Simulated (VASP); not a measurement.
HgTe, 2 atoms in the cell. The structure is cubic, space group Fm-3m (No. 225). The conventional cell has a = 6.360 Å, b = 6.360 Å, c = 6.360 Å, α = 90.00°, β = 90.00°, γ = 90.00°. Within 4.2 Å of Hg (site symmetry m-3m) lie 6 Te at 3.18 Å. Te (site symmetry m-3m) has 6 Hg at 3.18 Å within 4.2 Å. 

* Program: VASP 6.6.1
* Task: single point
* Functional: PBE
* Potentials or basis: VASP PAW PBE potentials, release 64 (Hg, Te)
* Cutoff: 500 eV
* k mesh: 7 × 7 × 7
* Occupations: gaussian, width 0.024 eV
* Spin: no spin polarisation
* Dipole correction: no
* Further INCAR settings: ALGO = Normal; EDIFF = 1e-06; NBANDS = 16

Potentials or basis: VASP PAW PBE potentials, release 64 (Hg, Te).

Command:

```bash
$ cat potpaw_PBE.64/Hg/POTCAR potpaw_PBE.64/Te/POTCAR > POTCAR
$ mpirun -np 1 vasp_std > vasp.out
```

Hardware: 1 thread of Intel(R) Xeon(R) 6975P-C (Granite Rapids) (shared host).

Task: How long does it take, and how much memory?

Result: It took 15 s on 1 thread of Intel(R) Xeon(R) 6975P-C (Granite Rapids), with other jobs on the host, peak memory 0.19 GiB. Counts: scf iterations 12, k points 20.
